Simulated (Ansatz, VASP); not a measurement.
## One calculation of Si3C, two programs

```xyz
4
Lattice="2.6512 0.0000 0.0000 0.0000 2.6512 0.0000 0.0000 0.0000 7.1068" Properties=species:S:1:pos:R:3 pbc="T T T"
Si    0.0000    0.0000    5.9115
Si    1.3256    1.3256    3.5534
Si    0.0000    0.0000    1.1953
C     1.3256    1.3256    0.0000
```

Alike in both runs: functional PBE; k mesh 6 × 6 × 4; occupations gaussian, width 0.1 eV; no spin polarisation.

Ansatz relaxed the structure, and its values are those at the end. VASP's run is a single point on that final structure, the one shown.

|  | VASP | Ansatz |
| --- | --- | --- |
| version | VASP 6.6.1 | Ansatz 0.2.0 |
| potentials or method | VASP PAW PBE potentials, release 64 (Si, C), cutoff 520 eV | scalar-relativistic, plane waves, PAW |
| valence electrons in the cell | 16 | 16 |

```tsv
	VASP	Ansatz	Ansatz less VASP
gap on the k mesh at the Fermi level (eV)	none	none	-
pressure (GPa)	0.0	0.0	-0.01
rms of the force components (eV/Å)	0.007	0.002	-0.0049
```

A gap of «none» marks a metal or a gap that the smearing closes.

The k mesh is coarse, so the values compare programs but aren't converged.
